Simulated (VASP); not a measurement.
Wanted: the native input for a VASP 6.6.1 run.

* Task: single point
* Functional: PBE-based screened hybrid
* Potentials or basis: VASP PAW PBE potentials, release 64 (Na_pv, Cl)
* Cutoff: 520 eV
* k mesh: 4 × 4 × 4
* Occupations: gaussian, width 0.01 eV
* Spin: no spin polarisation
* Dipole correction: no
* Grid for exact exchange (PRECFOCK): Normal
* Share of exact exchange: 0.3
* Further INCAR settings: ALGO = Normal; EDIFF = 1e-06; NBANDS = 14
* Screening parameter: 0.2078 1/Å

The system is NaCl.

```xyz
2
Lattice="3.4595 0.0000 0.0000 0.0000 3.4595 0.0000 0.0000 0.0000 3.4595" Properties=species:S:1:pos:R:3 pbc="T T T"
Na    0.0000    0.0000    0.0000
Cl    1.7298    1.7298    1.7298
```

The input as run:

POSCAR

```
NaCl
1.0
    3.4595458649      0.0000000000      0.0000000000
    0.0000000000      3.4595458649      0.0000000000
    0.0000000000      0.0000000000      3.4595458649
Na Cl
1 1
Direct
    0.0000000000      0.0000000000      0.0000000000
    0.5000000000      0.5000000000      0.5000000000
```

INCAR.step1

```
SYSTEM = NaCl
ALGO = Normal
EDIFF = 1E-5
ENCUT = 520
GGA = PE
ISIF = 2
ISMEAR = 0
LASPH = .TRUE.
LREAL = .FALSE.
LWAVE = .TRUE.
NBANDS = 14
NELM = 60
PREC = Accurate
SIGMA = 0.01
```

INCAR.step2

```
SYSTEM = NaCl
AEXX = 0.3
ALGO = Normal
EDIFF = 1E-6
ENCUT = 520
GGA = PE
HFSCREEN = 0.2078
ISIF = 2
ISMEAR = 0
ISTART = 1
LASPH = .TRUE.
LCHARG = .TRUE.
LELF = .TRUE.
LHFCALC = .TRUE.
LREAL = .FALSE.
LVHAR = .TRUE.
LWAVE = .FALSE.
NBANDS = 14
NELM = 60
PREC = Accurate
PRECFOCK = Normal
SIGMA = 0.01
```

KPOINTS

```
k-points
0
G
  4 4 4
  0 0 0
```

Potentials or basis: VASP PAW PBE potentials, release 64 (Na_pv, Cl).

Run with:

```console
$ cat potpaw_PBE.64/Na_pv/POTCAR potpaw_PBE.64/Cl/POTCAR > POTCAR
$ cp INCAR.step1 INCAR
$ mpirun -np 1 vasp_std > vasp.out
$ cp INCAR.step2 INCAR
$ mpirun -np 1 vasp_std > vasp.out
```

It gave:

```
Pressure               : 0.5 GPa
Band gap on the k mesh : 5.69 eV, indirect (least direct gap 6.27 eV)
```

Caveat: the k points lie up to 0.45 Å⁻¹ apart; the PAW data sets were made with another functional, which shifts forces and pressure a little.

It took 3.1 min on 1 thread of Intel(R) Xeon(R) Platinum 8259CL CPU @ 2.50GHz (Skylake/Cascade Lake), with other jobs on the host, peak memory 0.24 GiB.
